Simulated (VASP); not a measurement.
# LaIn2Hg2 in VASP: notebook

LaIn2Hg2 is run at these levels: PBE; tasks: single point.

Everything below comes from runs of VASP 6.6.1. Logs are shortened: lines on timing, memory, paths and dates and some standing lists are left out, and cuts for length are marked.

## Step 1: The cell of the first run

The cell holds an amorphous packing of atoms, 5 atoms: a = 5.986 Å, b = 4.697 Å, c = 5.761 Å, α = 83.77°, β = 98.92°, γ = 90.39°.

## Step 2: Single point, PBE

INCAR

```
SYSTEM = LaIn2Hg2
  PREC = Accurate
  ENCUT = 520
  EDIFF = 1E-6
  ISMEAR = 0
  SIGMA = 0.1
  LREAL = .False.
  LASPH = .True.
  NELM = 60
  ALGO = Normal
  ISIF = 2
  LWAVE = .False.
  LCHARG = .False.
  GGA = PE
  NBANDS = 38
```

KPOINTS

```
Automatic mesh
0
Gamma
  3 3 3
  0 0 0
```

POSCAR

```
LaIn2Hg2
1.0
    5.9162340000      0.8611880000      0.2941590000
   -0.7361670000      4.5752100000      0.7644250000
   -1.1141690000     -0.4789630000      5.6316410000
In La Hg
2 1 2
Direct
    0.9245261094      0.3919636302      0.5064142985
    0.5049479012      0.5031350196      0.7198060109
    0.8033755319      0.9489946471      0.0660430279
    0.3465042450      0.9358983793      0.3275721125
    0.2486575815      0.9853002100      0.7999100123
```

Potentials or basis: VASP PAW PBE potentials, release 64 (In_d, La, Hg).

The run is started by

```sh
> cat potpaw_PBE.64/In_d/POTCAR potpaw_PBE.64/La/POTCAR potpaw_PBE.64/Hg/POTCAR > POTCAR
> mpirun -np 1 vasp_std > vasp.out
```

OUTCAR:

```text
SYSTEM = LaIn2Hg2
   PREC = Accurate
   ENCUT = 520
   EDIFF = 1E-6
   ISMEAR = 0
   LREAL = .False.
   LASPH = .True.
   NELM = 60
   ISIF = 2
   GGA = PE

 ion  position               nearest neighbor table
   1  0.925  0.392  0.506-   5 2.93   2 3.03   3 3.44   3 3.44   2 3.56   4 3.66   4 3.76   5 3.78
                             3 3.81
   2  0.505  0.503  0.720-   5 2.86   5 2.90   4 2.92   1 3.03   3 3.36   3 3.43   1 3.56   4 3.70

   3  0.803  0.949  0.066-   5 3.27   4 3.32   2 3.36   4 3.36   2 3.43   5 3.43   1 3.44   1 3.44
                             1 3.81
   4  0.347  0.936  0.328-   5 2.90   2 2.92   5 2.99   3 3.32   3 3.36   1 3.66   2 3.70   1 3.76

   5  0.249  0.985  0.800-   2 2.86   2 2.90   4 2.90   1 2.93   4 2.99   3 3.27   3 3.43   1 3.78

  LATTYP: Found a triclinic cell.
 ALAT       =     5.7607428747
 B/A-ratio  =     1.5498205466
 C/A-ratio  =     1.6085484443
 COS(alpha) =     0.0058060198
 COS(beta)  =     0.5764617862
 COS(gamma) =     0.7492082763

  Lattice vectors:

 A1 = (   1.1141690000,   0.4789630000,  -5.6316410000)
 A2 = (   7.0304030000,   1.3401510000,  -5.3374820000)
 A3 = (  -4.0658980000,  -4.9574350000,  -6.6902250000)

Analysis of symmetry for initial positions (statically):
=====================================================================
 Subroutine PRICEL returns:
 Original cell was already a primitive cell.

 Routine SETGRP: Setting up the symmetry group for a
 triclinic supercell.

 Subroutine GETGRP returns: Found  1 space group operations
 (whereof  1 operations were pure point group operations)
 out of a pool of  2 trial point group operations.

The static configuration has the point symmetry C_1 .

Analysis of symmetry for dynamics (positions and initial velocities):
=====================================================================
 Subroutine PRICEL returns:
 Original cell was already a primitive cell.

 Routine SETGRP: Setting up the symmetry group for a
 triclinic supercell.

 Subroutine GETGRP returns: Found  1 space group operations
 (whereof  1 operations were pure point group operations)
 out of a pool of  2 trial point group operations.

The dynamic configuration has the point symmetry C_1 .

 Subroutine INISYM returns: Found  1 space group operations
 (whereof  1 operations are pure point group operations),
 and found     1 'primitive' translations

----------------------------------------------------------------------------------------

                                     Primitive cell

  volume of cell :     159.0435

  direct lattice vectors                    reciprocal lattice vectors
     5.916234000  0.861188000  0.294159000     0.164307671  0.020712126  0.034268316
    -0.736167000  4.575210000  0.764425000    -0.031380044  0.211551199  0.011783870
    -1.114169000 -0.478963000  5.631641000    -0.004322877 -0.029797298  0.174178678

  length of vectors
     5.985816488  4.696683295  5.760742875     0.169116293  0.214190281  0.176761924

  position of ions in fractional coordinates (direct lattice)
     0.924526109  0.391963630  0.506414298
     0.504947901  0.503135020  0.719806011
     0.803375532  0.948994647  0.066043028
     0.346504245  0.935898379  0.327572113
     0.248657581  0.985300210  0.799910012

  ion indices of the primitive-cell ions
   primitive index   ion index
                 1           1
                 2           2
                 3           3
                 4           4
                 5           5

----------------------------------------------------------------------------------------

 KPOINTS: Automatic mesh

Automatic generation of k-mesh.
 Grid dimensions read from file:
 generate k-points for:    3    3    3

 Generating k-lattice:

  Cartesian coordinates                     Fractional coordinates (reciprocal lattice)
     0.054769224  0.006904042  0.011422772     0.333333333  0.000000000 -0.000000000
    -0.010460015  0.070517066  0.003927957    -0.000000000  0.333333333  0.000000000
    -0.001440959 -0.009932433  0.058059559     0.000000000  0.000000000  0.333333333

  Length of vectors
     0.056372098  0.071396760  0.058920641

  Shift w.r.t. Gamma in fractional coordinates (k-lattice)
     0.000000000  0.000000000  0.000000000

 Subroutine IBZKPT returns following result:
 ===========================================

 Found     14 irreducible k-points:

 Following reciprocal coordinates:
            Coordinates               Weight
  0.000000  0.000000  0.000000      1.000000
  0.333333  0.000000 -0.000000      2.000000
  0.000000  0.333333 -0.000000      2.000000
  0.333333  0.333333 -0.000000      2.000000
 -0.333333  0.333333 -0.000000      2.000000
  0.000000  0.000000  0.333333      2.000000
  0.333333  0.000000  0.333333      2.000000
 -0.333333  0.000000  0.333333      2.000000
  0.000000  0.333333  0.333333      2.000000
  0.333333  0.333333  0.333333      2.000000
 -0.333333  0.333333  0.333333      2.000000
 -0.000000 -0.333333  0.333333      2.000000
  0.333333 -0.333333  0.333333      2.000000
 -0.333333 -0.333333  0.333333      2.000000
   k-points           NKPTS =     14   k-points in BZ     NKDIM =     14   number of bands    NBANDS=     38
   number of dos      NEDOS =    301   number of ions     NIONS =      5
   total plane-waves  NPLWV =  82944
   dimension x,y,z NGX =    48 NGY =   36 NGZ =   48
   dimension x,y,z NGXF=    96 NGYF=   72 NGZF=   96
   ions per type =               2   1   2
   NGX,Y,Z   is equivalent  to a cutoff of  13.33, 12.74, 13.85 a.u.
   NGXF,Y,Z  is equivalent  to a cutoff of  26.66, 25.49, 27.70 a.u.
 SYSTEM =  LaIn2Hg2
   PREC   = accura    normal or accurate (medium, high low for compatibility)
   ISTART =      0    job   : 0-new  1-cont  2-samecut
   ICHARG =      2    charge: 1-file 2-atom 10-const
   ISPIN  =      1    spin polarized calculation?
   LNONCOLLINEAR =      F non collinear calculations
   LSORBIT =      F    spin-orbit coupling
   LASPH  =      T    aspherical Exc in radial PAW
   ENCUT  =  520.0 eV  38.22 Ry    6.18 a.u.  11.13  8.73 10.71*2*pi/ulx,y,z
   NELM   =     60;   NELMIN=  2; NELMDL= -5     # of ELM steps
   EDIFF  = 0.1E-05   stopping-criterion for ELM
   LREAL  =      F    real-space projection
   EDIFFG = 0.1E-04   stopping-criterion for IOM
   NSW    =      0    number of steps for IOM
   IBRION =     -1    ionic relax: 0-MD 1-quasi-New 2-CG
   NFREE  =      0    steps in history (QN), initial steepest desc. (CG)
   ISIF   =      2    stress and relaxation
   ISYM   =      2    0-nonsym 1-usesym 2-fastsym
   POTIM  = 0.5000    time-step for ionic-motion
   TEBEG  =    0.0;   TEEND  =   0.0 temperature during run
   PSTRESS=    0.0 pullay stress
   NELECT =      61.0000    total number of electrons
   NUPDOWN=      -1.0000    fix difference up-down
   EMIN   =  10.00;   EMAX   =-10.00  energy-range for DOS
   EFERMI =   0.00;   METHOD = LEGACY
   ISMEAR =     0;   SIGMA  =   0.10  broadening in eV -4-tet -1-fermi 0-gaus
   EFERMI_NEDOS =   21; number of points for ismear=-14 and -15
   IALGO  =     38    algorithm
   IMIX   =      4    mixing-type and parameters
     AMIX     =   0.40;   BMIX     =  1.00
     AMIX_MAG =   1.60;   BMIX_MAG =  1.00
  volume/ion in A,a.u.               =      31.81       214.66
  Fermi-wavevector in a.u.,A,eV,Ry     =   1.189450  2.247734 19.249397  1.414791
  Thomas-Fermi vector in A             =   2.325557
   LORBIT       =      0    0 simple, 1 ext, 2 COOP (PROOUT), +10 PAW based schemes
   GGA     = PE    functional components
   LHFCALC =     F    Hartree Fock is set to
   AEXX    =    0.0000 exact exchange contribution
   IVDW    =     0    specifies the selected vdW correction
   LEPSILON=     F    determine dielectric tensor
   LRPA    =     F    only Hartree local field effects (RPA)
 non-spin polarized calculation
 Gauss-broadening in eV      SIGMA  =   0.10
  energy-cutoff  :      520.00
  volume of cell :      159.04
 maximum number of plane-waves:      4298
 NGX is ok and might be reduce to    48
   NGX = 23   NGY = 17   NGZ = 21

 number of electron      61.0000000 magnetization

 Free energy of the ion-electron system (eV)
  ---------------------------------------------------
  ext. energy  EPLUGINS =         0.00000000
  ---------------------------------------------------
  free energy    TOTEN  =       -10.86466370 eV

  energy without entropy =      -10.84926260  energy(sigma->0) =      -10.85696315

 E-fermi :   4.7481     XC(G=0):  -9.4208

 val. band max:        4.6618732294   @ k =   0.0000   0.0000   0.3333
 cond. band min:       4.7953846523   @ k =   0.0000   0.0000   0.0000
 fundamental gap:      0.1335114229
 Fermi energy:         4.7481033298

 k-point     1 :       0.0000    0.0000    0.0000
  band No.  band energies     occupation
      1     -28.7737      2.00000
      2     -12.4989      2.00000
      3     -12.4836      2.00000
      4     -12.3831      2.00000
      5      -9.9049      2.00000
      6      -9.8467      2.00000
[... 30 lines left out ...]
     37       5.9724      0.00000
     38       6.0285      0.00000

 k-point     2 :       0.3333    0.0000   -0.0000
  band No.  band energies     occupation
      1     -28.7734      2.00000
      2     -12.5124      2.00000
      3     -12.4804      2.00000
      4     -12.3831      2.00000
      5      -9.9199      2.00000
      6      -9.8542      2.00000
[... 30 lines left out ...]
     37       5.9941      0.00000
     38       6.0280      0.00000

 k-point     3 :       0.0000    0.3333   -0.0000
  band No.  band energies     occupation
      1     -28.7711      2.00000
      2     -12.5010      2.00000
      3     -12.4838      2.00000
      4     -12.4426      2.00000
      5      -9.9017      2.00000
      6      -9.8527      2.00000
[... 30 lines left out ...]
     37       6.0014      0.00000
     38       6.0113      0.00000

 k-point     4 :       0.3333    0.3333   -0.0000
  band No.  band energies     occupation
      1     -28.7708      2.00000
      2     -12.5084      2.00000
      3     -12.4865      2.00000
      4     -12.4417      2.00000
      5      -9.9151      2.00000
      6      -9.8557      2.00000
[... 30 lines left out ...]
     37       6.0047      0.00000
     38       6.0236      0.00000
[... 293 lines left out ...]
      4     -12.4429      2.00000
      5      -9.9025      2.00000
      6      -9.8532      2.00000
[... 30 lines left out ...]
     37       5.9954      0.00000
     38       6.0093      0.00000

 k-point    13 :       0.3333   -0.3333    0.3333
  band No.  band energies     occupation
      1     -28.7707      2.00000
      2     -12.5090      2.00000
      3     -12.4886      2.00000
      4     -12.4421      2.00000
      5      -9.9182      2.00000
      6      -9.8574      2.00000
[... 30 lines left out ...]
     37       5.9925      0.00000
     38       6.0017      0.00000

 k-point    14 :      -0.3333   -0.3333    0.3333
  band No.  band energies     occupation
      1     -28.7707      2.00000
      2     -12.5092      2.00000
      3     -12.4880      2.00000
      4     -12.4423      2.00000
      5      -9.9168      2.00000
      6      -9.8558      2.00000
[... 30 lines left out ...]
     37       5.9876      0.00000
     38       6.0049      0.00000

------------------------ aborting loop because EDIFF is reached ----------------------------------------

  FORCE on cell =-STRESS in cart. coord.  units (eV):
  Direction    XX          YY          ZZ          XY          YZ          ZX
  --------------------------------------------------------------------------------------
  -------------------------------------------------------------------------------------
  Total       -1.0148981      0.1929729      0.6661716     -0.4408704     -0.7297017     -0.4183863
  in kB      -10.2239101      1.9439756      6.7108991     -4.4412535     -7.3508907     -4.2147519
  external PRESSURE =      -0.5230118 kB  Pullay stress =       0.0000000 kB

 VOLUME and BASIS-vectors are now :
 -----------------------------------------------------------------------------
  energy-cutoff  :      520.00
  volume of cell :      159.04
      direct lattice vectors                 reciprocal lattice vectors
     5.916234000  0.861188000  0.294159000     0.164307671  0.020712126  0.034268316
    -0.736167000  4.575210000  0.764425000    -0.031380044  0.211551199  0.011783870
    -1.114169000 -0.478963000  5.631641000    -0.004322877 -0.029797298  0.174178678

 POSITION                                       TOTAL-FORCE (eV/Angst)
 -----------------------------------------------------------------------------------
      4.61693      2.34695      3.42353         0.040419      0.164355      0.039996
      1.81501      2.39204      4.58683         0.403746     -0.175594      0.151306
      3.98076      5.00208      1.33369        -0.038023     -0.025709     -0.140549
      0.99605      4.42344      2.66212         0.073930      0.121449     -0.366434
     -0.14546      4.33897      5.33114        -0.480073     -0.084502      0.315681
 -----------------------------------------------------------------------------------
    total drift:                               -0.000465      0.000513      0.000003

  FREE ENERGIE OF THE ION-ELECTRON SYSTEM (eV)
  ---------------------------------------------------
  free  energy   TOTEN  =       -10.8646636977 eV

  energy  without entropy=      -10.8492625969  energy(sigma->0) =      -10.85696315
```

Run time: 57 s. Hardware: 1 thread of Intel Xeon 6975P-C (Granite Rapids), shared host; peak memory 0.32 GiB.

What came out:

```yaml
Free_energy: -10.8647 eV
Pressure: -0.1 GPa
Largest_force: 0.581 eV/Å
```

Forces in eV/Å, atoms in the order of the input:
```
In   0.040  0.164  0.040
In   0.404 -0.176  0.151
La  -0.038 -0.026 -0.141
Hg   0.074  0.121 -0.366
Hg  -0.480 -0.085  0.316
```

Levels at points of the mesh, in eV from the Fermi level:
| k point | band 28 | band 29 | band 30 | band 31 | band 32 | band 33 |
| --- | --- | --- | --- | --- | --- | --- |
| (0.00, 0.00, 0.00) | -2.20 | -1.46 | -0.74 | 0.05 | 0.52 | 0.88 |

Caveat: the k points lie up to 0.45 Å⁻¹ apart; spin-orbit coupling is left out, which moves the levels of the heavy elements.

(Continued in part 2 of 2.)
